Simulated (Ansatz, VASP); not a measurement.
**One calculation of Ga8N7, two programs**

Contents of INCAR:

```
PREC     = Accurate       # precision mode
ENCUT    = 520            # plane-wave cutoff, eV
EDIFF    = 1E-7           # SCF threshold, eV
ISMEAR   = 0              # smearing method
SIGMA    = 0.01           # smearing width, eV
LREAL    = Auto         
LASPH    = T              # aspherical terms in the spheres
NELM     = 150            # most SCF steps
ALGO     = Normal         # electronic algorithm
ISIF     = 2              # what is computed and relaxed
LWAVE    = F              # write WAVECAR
LCHARG   = F              # write CHGCAR
ISPIN    = 2              # spin polarisation
MAGMOM   = 0.25 0 0 0 0.25 0.25 0 0.25 0 0 0 0 0 0 0 # initial moments
LORBIT   = 11             # projections on sites
GGA      = PE             # functional
IBRION   = 2              # ionic algorithm
NSW      = 65             # ionic steps
EDIFFG   = -0.025         # ionic threshold
```

The input KPOINTS:

```
Automatic mesh
0
Gamma
  1 1 1
```

Contents of POSCAR:

```
Ga8N7
1.0
    0.0000000000      0.0000000000      5.2431684095
    3.2183708159      5.5743817708      0.0000000000
   -6.4367416318     -0.0000000001      0.0000000000
Ga N
8 7
Direct
    0.4991348631      0.1666666667      0.3333333333
    0.4991348631      0.1666666667      0.8333333333
    0.4991348631      0.6666666667      0.3333333333
    0.4991348631      0.6666666667      0.8333333333
    0.9991348631      0.3333333333      0.6666666667
    0.9991348631      0.3333333333      0.1666666667
    0.9991348631      0.8333333333      0.6666666667
    0.9991348631      0.8333333333      0.1666666667
    0.8758651369      0.1666666667      0.8333333333
    0.8758651369      0.6666666667      0.3333333333
    0.8758651369      0.6666666667      0.8333333333
    0.3758651369      0.3333333333      0.6666666667
    0.3758651369      0.3333333333      0.1666666667
    0.3758651369      0.8333333333      0.6666666667
    0.3758651369      0.8333333333      0.1666666667
```

Input for Ansatz:

```yaml
crystal:
  lattice:
    - [0.0, 0.0, 5.2431684095]
    - [3.2183708159, 5.5743817708, 0.0]
    - [-6.4367416318, -1.0e-10, 0.0]
  atoms:
    - { symbol: Ga, position: [0.4991348631, 0.1666666667, 0.3333333333], spin: 0.25 }
    - { symbol: Ga, position: [0.4991348631, 0.1666666667, 0.8333333333] }
    - { symbol: Ga, position: [0.4991348631, 0.6666666667, 0.3333333333] }
    - { symbol: Ga, position: [0.4991348631, 0.6666666667, 0.8333333333] }
    - { symbol: Ga, position: [0.9991348631, 0.3333333333, 0.6666666667], spin: 0.25 }
    - { symbol: Ga, position: [0.9991348631, 0.3333333333, 0.1666666667], spin: 0.25 }
    - { symbol: Ga, position: [0.9991348631, 0.8333333333, 0.6666666667] }
    - { symbol: Ga, position: [0.9991348631, 0.8333333333, 0.1666666667], spin: 0.25 }
    - { symbol: "N", position: [0.8758651369, 0.1666666667, 0.8333333333] }
    - { symbol: "N", position: [0.8758651369, 0.6666666667, 0.3333333333] }
    - { symbol: "N", position: [0.8758651369, 0.6666666667, 0.8333333333] }
    - { symbol: "N", position: [0.3758651369, 0.3333333333, 0.6666666667] }
    - { symbol: "N", position: [0.3758651369, 0.3333333333, 0.1666666667] }
    - { symbol: "N", position: [0.3758651369, 0.8333333333, 0.6666666667] }
    - { symbol: "N", position: [0.3758651369, 0.8333333333, 0.1666666667] }
  host:
    lattice:
      - [3.2183708159, 0.0, 0.0]
      - [-1.609185408, 2.7871908854, 0.0]
      - [0.0, 0.0, 5.2431684095]
    atoms:
      - { symbol: Ga, position: [0.6666666667, 0.3333333333, 0.4991348631] }
      - { symbol: Ga, position: [0.3333333333, 0.6666666667, 0.9991348631] }
      - { symbol: "N", position: [0.6666666667, 0.3333333333, 0.8758651369] }
      - { symbol: "N", position: [0.3333333333, 0.6666666667, 0.3758651369] }
basis:
  ecutwfc: 420
  xc_grid: 2
kpoints:
  mp_grid: { grid: [1, 1, 1], shift: [0.0, 0.0, 0.0] }
hamiltonian:
  xc: pbe
scf:
  occupations: { method: gaussian, width: 0.01 }
output:
  forces: true
  stress: false
  eigenvalues: true
  populations: true
  charged_corrections:
    defect_position: [0.87586514, 0.16666667, 0.33333333]
    epsilon: [[10.4928, 0.0, 0.0], [0.0, 10.4928, 0.0], [0.0, 0.0, 11.6882]]
magnetization:
  spin_polarized: true
relax:
  adjacent_minimum: "off"
  f_tol: 0.025
  max_steps: 45
```

Change from the starting cell: N vacancy (site b), charge +0, atoms relaxed at the host's cell.

Alike in both runs: task relaxation of the atoms; functional PBE; k mesh 1 × 1 × 1; occupations gaussian, width 0.01 eV; collinear spin.

```csv
,VASP,Ansatz
version,VASP 6.6.1,Ansatz 0.2.0
potentials or method,"VASP PAW PBE potentials, release 64 (Ga_d, N), cutoff 520 eV","scalar-relativistic, plane waves, PAW"
valence electrons in the cell,139,139
```

VASP gave:

| Property | Result |
| --- | --- |
| gap on the k mesh at the Fermi level, each at its own relaxed structure (eV) | 0.40 |
| net moment per atom (μB) | 0.07 |
| size of the moment on the site where the two differ most (μB) | 0.09 |

Task: Which values does Ansatz return?

Result: gap on the k mesh at the Fermi level, each at its own relaxed structure (eV): 0.41; net moment per atom (μB): 0.07; size of the moment on the site where the two differ most (μB): 0.04.

Site moments also hang on the region over which each program counts them.
